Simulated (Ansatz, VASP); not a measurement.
# ZnS in VASP and in Ansatz

File POSCAR:

```
ZnS
1.0
    3.8067217484      0.0000000000      0.0000000000
   -1.9033608742      3.2967177392      0.0000000000
    0.0000000000      0.0000000000      6.2457351519
Zn S
2 2
Direct
    0.2047978312      0.6023989156     -0.0188619779
    0.6666666667      0.3333333333      0.5053880718
    0.3333333333      0.6666666667      0.3796119282
    0.6666666667      0.3333333333      0.8796119282
```

Contents of INCAR.step1:

```
SYSTEM = ZnS
ALGO = Normal
EDIFF = 1E-4
ENCUT = 520
GGA = PE
ISMEAR = 0
LASPH = .TRUE.
LCHARG = .FALSE.
LREAL = .FALSE.
LWAVE = .TRUE.
NBANDS = 26
NELM = 100
PREC = Accurate
SIGMA = 0.05
```

Contents of INCAR.step2:

```
SYSTEM = ZnS
ALGO = Normal
EDIFF = 1E-6
ENCUT = 520
ISIF = 2
ISMEAR = 0
ISTART = 1
LASPH = .TRUE.
LCHARG = .FALSE.
LMIXTAU = .TRUE.
LREAL = .FALSE.
LWAVE = .FALSE.
METAGGA = R2SCAN
NBANDS = 26
NELM = 100
PREC = Accurate
SIGMA = 0.05
```

KPOINTS

```
k-points
0
G
  6 6 4
  0 0 0
```

Input for Ansatz:

```yaml
crystal:
  lattice:
    - [3.8067217484, 0.0, 0.0]
    - [-1.9033608742, 3.2967177392, 0.0]
    - [0.0, 0.0, 6.2457351519]
  atoms:
    - { symbol: Zn, position: [0.2047978312, 0.6023989156, -0.0188619779] }
    - { symbol: Zn, position: [0.6666666667, 0.3333333333, 0.5053880718] }
    - { symbol: S, position: [0.3333333333, 0.6666666667, 0.3796119282] }
    - { symbol: S, position: [0.6666666667, 0.3333333333, 0.8796119282] }
basis:
  ecutwfc: 500
kpoints:
  mp_grid: { grid: [6, 6, 4] }
hamiltonian:
  xc: r2scan
scf:
  occupations: { method: gaussian, width: 0.05 }
output:
  forces: true
  stress: true
  eigenvalues: true
```

Alike in both runs: task single point; functional r2SCAN; k mesh 6 × 6 × 4; occupations gaussian, width 0.05 eV; no spin polarisation.

```csv
,VASP,Ansatz
version,VASP 6.6.1,Ansatz 0.2.0
potentials or method,"VASP PAW PBE potentials, release 64 (Zn, S), cutoff 520 eV","scalar-relativistic, plane waves, PAW"
valence electrons in the cell,36,36
```

Ansatz gave:

* gap on the k mesh at the Fermi level (eV): 2.67
* least direct gap on the mesh (eV): 2.67
* pressure (GPa): 6.6
* traceless stress, the component that is largest in VASP (GPa): 9.94
* rms of the force components (eV/Å): 3.113

Task: Estimate VASP's values.

Result: gap on the k mesh at the Fermi level (eV): 2.68; least direct gap on the mesh (eV): 2.68; pressure (GPa): 6.8; traceless stress, the component that is largest in VASP (GPa): 10.10; rms of the force components (eV/Å): 3.165.

VASP's potentials were made for PBE, not for r2SCAN. Atom by atom the forces differ by 0.052 eV/Å (rms over components).
